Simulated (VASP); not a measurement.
A run of VASP 6.6.1:

Contents of INCAR:

```
SYSTEM = As2Se
ALGO = Normal
EDIFF = 1E-6
ENCUT = 520
GGA = PS
ISIF = 2
ISMEAR = 0
LASPH = .True.
LCHARG = .True.
LELF = .True.
LREAL = .False.
LVHAR = .True.
LWAVE = .False.
NBANDS = 25
NELM = 100
PREC = Accurate
SIGMA = 0.15
```

KPOINTS

```
k-points
0
Gamma
  12 12 12
  0 0 0
```

POSCAR

```
As2Se
1.0
   -3.6631562719      3.6631562719      2.3470583267
    3.6631562719     -3.6631562719      2.3470583267
    3.6631562719      3.6631562719     -2.3470583267
As Se
4 2
Direct
    0.8750000000      0.1250000000      0.7500000000
    0.3750000000      0.1250000000      0.2500000000
    0.8750000000      0.6250000000      0.7500000000
    0.8750000000      0.1250000000      0.2500000000
    0.5000000000      0.5000000000      0.0000000000
    0.2500000000      0.7500000000      0.5000000000
```

Potentials or basis: VASP PAW PBE potentials, release 64 (As, Se).

Run with:

```bash
$ cat potpaw_PBE.64/As/POTCAR potpaw_PBE.64/Se/POTCAR > POTCAR
$ mpirun -np 1 vasp_std > vasp.out
```

Hardware: 1 thread of Intel(R) Xeon(R) Platinum 8488C (Sapphire Rapids), on a shared host.

**Question.** How long does it take, and how much memory?

**Answer.** Wall time 5.9 min on 1 thread of Intel(R) Xeon(R) Platinum 8488C (Sapphire Rapids), with other jobs on the host, peak memory 0.56 GiB. Counts: scf iterations 12, k points 163.
